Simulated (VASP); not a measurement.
# MgC18 in VASP: a series of runs, part 4 of 4

VASP 6.6.1. The steps go on from the part before.

## 6. Single point, PBE

INCAR reads:

```
PREC = Accurate
ENCUT = 520
EDIFF = 1E-7
ISMEAR = 0
SIGMA = 0.05
LREAL = Auto
LASPH = True
NELM = 100
ALGO = Normal
ISIF = 2
LWAVE = False
LCHARG = False
GGA = PE
NBANDS = 52
```

KPOINTS reads:

```
regular mesh
0
Gamma
  2 2 1
```

POSCAR reads:

```
MgC18
1.0
    7.3980000000      0.0000000000      0.0000000000
   -3.6990000000      6.4068560000      0.0000000000
    0.0000000000      0.0000000000     11.0000000000
C Mg
18 1
Direct
   -0.0014178745      0.0018222666      0.0812776364
    0.2211628822      0.1114257914      0.0812254545
   -0.0014197760      0.3351450384      0.0812418182
    0.2211675709      0.4447571477      0.0812801818
   -0.0014171993      0.6685013679      0.0811848182
    0.2211690954      0.7781078582      0.0812340909
    0.3319032949      0.0018263248      0.0811726364
    0.5544939803      0.1114267279      0.0811902727
    0.3319048242      0.3351478479      0.0812047273
    0.5544892906      0.4447593328      0.0811624545
    0.3319220021      0.6684971537      0.0812196364
    0.5545004691      0.7780947473      0.0812053636
    0.6652562613      0.0018177402      0.0812191818
    0.8878366849      0.1114203285      0.0812194545
    0.6652450053      0.3351501891      0.0811675455
    0.8878342319      0.4447560551      0.0811947273
    0.6652489252      0.6684973098      0.0812238182
    0.8878348546      0.7781003662      0.0812015455
    0.7106873779      0.3340608873      0.4609018182
```

Potentials or basis: VASP PAW PBE potentials, release 64 (C, Mg).

On the command line:

```bash
> cat potpaw_PBE.64/C/POTCAR potpaw_PBE.64/Mg/POTCAR > POTCAR
> mpirun -np 1 vasp_std > vasp.out
```

OUTCAR:

```text
PREC = Accurate
   ENCUT = 520
   EDIFF = 1E-7
   ISMEAR = 0
   LREAL = Auto
   LASPH = True
   NELM = 100
   ISIF = 2
   GGA = PE

 ion  position               nearest neighbor table
   1  0.999  0.002  0.081-  14 1.41   2 1.43  18 1.43
   2  0.221  0.111  0.081-   7 1.41   1 1.43   9 1.43
   3  0.999  0.335  0.081-  16 1.41   4 1.43  14 1.43
   4  0.221  0.445  0.081-   9 1.41   3 1.43  11 1.43
   5  0.999  0.669  0.081-  18 1.41   6 1.43  16 1.43
   6  0.221  0.778  0.081-  11 1.41   5 1.43   7 1.43
[... 10 lines left out ...]
  17  0.665  0.668  0.081-  12 1.41  18 1.43  10 1.43
  18  0.888  0.778  0.081-   5 1.41  17 1.43   1 1.43
  19  0.711  0.334  0.461-

  LATTYP: Found a hexagonal cell.
 ALAT       =     7.3980000000
 C/A-ratio  =     1.4868883482

  Lattice vectors:

 A1 = (   7.3980000000,   0.0000000000,   0.0000000000)
 A2 = (  -3.6990000000,   6.4068560000,   0.0000000000)
 A3 = (   0.0000000000,   0.0000000000,  11.0000000000)

Analysis of symmetry for initial positions (statically):
=====================================================================
[... 191 lines left out ...]
 Fermi energy:        -1.1940243834

 k-point     1 :       0.0000    0.0000    0.0000
  band No.  band energies     occupation
      1     -20.7151      2.00000
      2     -18.1350      2.00000
      3     -18.1344      2.00000
      4     -18.1304      2.00000
      5     -18.1301      2.00000
      6     -18.1284      2.00000
[... 197 lines left out ...]
     48       3.7605      0.00000
     49       3.8708      0.00000
 [bands above 49 left out]

------------------------ aborting loop because EDIFF is reached ----------------------------------------

  FORCE on cell =-STRESS in cart. coord.  units (eV):
  Direction    XX          YY          ZZ          XY          YZ          ZX
  --------------------------------------------------------------------------------------
  -------------------------------------------------------------------------------------
  Total       -1.9873943      5.0230502     -0.2397531      2.9831866     -0.0001862      0.0022850
  in kB       -6.1072070     15.4356928     -0.7367546      9.1672488     -0.0005723      0.0070217
  external PRESSURE =       2.8639104 kB  Pullay stress =       0.0000000 kB

 VOLUME and BASIS-vectors are now :
 -----------------------------------------------------------------------------
  energy-cutoff  :      520.00
  volume of cell :      521.38
      direct lattice vectors                 reciprocal lattice vectors
     7.398000000  0.000000000  0.000000000     0.135171668  0.078041398  0.000000000
    -3.699000000  6.406856000  0.000000000     0.000000000  0.156082796  0.000000000
     0.000000000  0.000000000 11.000000000     0.000000000  0.000000000  0.090909091

 POSITION                                       TOTAL-FORCE (eV/Angst)
 -----------------------------------------------------------------------------------
      7.38077      0.01167      0.89405        -0.001947     -0.003009     -0.004559
      1.22400      0.71389      0.89348         0.000349      0.000203      0.004232
      6.14780      2.14723      0.89366         0.000466      0.000543      0.000661
     -0.00896      2.84950      0.89408        -0.000274      0.014302     -0.009789
      4.91473      4.28299      0.89303         0.007340     -0.004366     -0.002996
     -1.24201      4.98522      0.89357         0.009121     -0.004346     -0.009582
[... 11 lines left out ...]
      3.69001      4.98518      0.89322         0.002028      0.004244      0.010744
      4.02197      2.14028      5.06992         0.001003     -0.000305      0.003851
 -----------------------------------------------------------------------------------
    total drift:                               -0.006497     -0.003514     -0.049228

  FREE ENERGIE OF THE ION-ELECTRON SYSTEM (eV)
  ---------------------------------------------------
  free  energy   TOTEN  =      -165.6377945474 eV

  energy  without entropy=     -165.6356505413  energy(sigma->0) =     -165.63672254
```

stdout:

```text
POSCAR found type information on POSCAR C Mg
 POSCAR found :  2 types and      19 ions
 scaLAPACK will be used
 LDA part: xc-table for (Slater+PW92), standard interpolation
 POSCAR, INCAR and KPOINTS ok, starting setup
 FFT: planning ... GRIDC
 FFT: planning ... GRID_SOFT
 FFT: planning ... GRID
 WAVECAR not read
 entering main loop
```

Wall time 6.3 min (1 thread of Intel Xeon Platinum 8259CL at 2.50GHz (Skylake/Cascade Lake), shared host); peak memory 0.56 GiB.

What came out:

* Free energy: -165.6378 eV
* Largest force: 0.017 eV/Å
* Band gap on the k mesh: 0.16 eV

Forces on the atoms (eV/Å):
```
C   -0.002 -0.003 -0.005
C    0.000  0.000  0.004
C    0.000  0.001  0.001
C    0.000  0.014 -0.010
C    0.007 -0.004 -0.003
C    0.009 -0.004 -0.010
C    0.003 -0.013  0.001
C    0.002 -0.004 -0.004
C    0.001  0.001  0.004
C   -0.003  0.008  0.000
C   -0.011  0.000  0.002
C   -0.003  0.002  0.002
C   -0.009 -0.004  0.000
C    0.007  0.005  0.008
C   -0.009 -0.003  0.003
C    0.006  0.010 -0.001
C   -0.003 -0.009 -0.007
C    0.002  0.004  0.011
Mg   0.001  0.000  0.004
```

Caveat: the k points lie up to 0.49 Å⁻¹ apart; there is no dipole correction, which matters where the two faces differ.
